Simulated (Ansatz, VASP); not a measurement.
# Two plane-wave programs on RbBr

```
Rb Br
1.0
     3.92318    0.00000    0.00000
     0.00000    3.92318    0.00000
     0.00000    0.00000    4.23030
Rb Br
1 1
Cartesian
  0.0000 0.0000 0.0000
  1.9616 1.9616 2.1151
```

Change from the starting cell: epitaxial_xy strain -5.0%.

Alike in both runs: task single point; functional PBE; k mesh 6 × 6 × 6; occupations fermi-dirac, width 0.02 eV; no spin polarisation.

|  | VASP | Ansatz |
| --- | --- | --- |
| version | VASP 6.6.1 | Ansatz 0.2.0 |
| potentials or method | VASP PAW PBE potentials, release 64 (Rb_sv, Br) | plane waves, PAW |
| plane-wave cutoff (eV) | 520 | 420 |
| valence electrons in the cell | 16 | 16 |

Ansatz gave:

```
gap on the k mesh at the Fermi level (eV)                     : 4.13
pressure (GPa)                                                : 2.4
traceless stress, the component that is largest in VASP (GPa) : -1.60
```

Question: Estimate VASP's values.

Answer: gap on the k mesh at the Fermi level (eV): 4.13; pressure (GPa): 2.5; traceless stress, the component that is largest in VASP (GPa): -1.60.
